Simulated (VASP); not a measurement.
Input of a VASP 6.6.1 run:

The input INCAR:

```
PREC = Accurate ; ENCUT = 520
EDIFF = 1E-6 ; ISMEAR = -1
SIGMA = 0.15 ; LREAL = False
LASPH = True ; NELM = 100
ALGO = Normal ; ISIF = 2
LWAVE = False ; LCHARG = False
GGA = PE ; NBANDS = 35
```

Contents of KPOINTS:

```
Automatic mesh
0
Gamma
  4 4 1
```

POSCAR

```
WS2
1.0
    3.1490102600      0.0275766700     -0.0132584100
   -1.5506235000      2.6765903800      0.0182973700
   -0.0521168500      0.0529611400     12.4174229500
W S
2 4
Direct
    0.5293800000      0.8361690000      0.1991750000
    0.8714090000      0.5104020000      0.6985770000
    0.5462930000      0.8291200000      0.5567990000
    0.8838410000      0.5154690000      0.0637040000
    0.5504350000      0.8268890000      0.8186420000
    0.9271880000      0.4982440000      0.3193170000
```

Potentials or basis: VASP PAW PBE potentials, release 64 (W_sv, S).

Command:

```console
$ cat potpaw_PBE.64/W_sv/POTCAR potpaw_PBE.64/S/POTCAR > POTCAR
$ mpirun -np 1 vasp_std > vasp.out
```

What does it give for the pressure?

5.4 GPa.

Estimate the largest force.

4.673 eV/Å.

Estimate the band gap on the k mesh.

1.06 eV, indirect (least direct gap 1.75 eV).

Forces in eV/Å, atoms in the order of the input:
```
W    2.990  0.333 -3.576
W    1.277 -0.754 -4.001
S   -0.447  0.375  2.483
S   -0.543 -0.078  1.441
S   -0.822  0.379  1.558
S   -2.454 -0.254  2.096
```

Caveat: the k points lie up to 0.58 Å⁻¹ apart; spin-orbit coupling is left out, which moves the levels of the heavy elements; forces of over 1 eV/Å act on the atoms, so gaps and moduli don't describe the material at rest. Expect the measured gap to be larger: semilocal functionals such as PBE lack the derivative discontinuity.
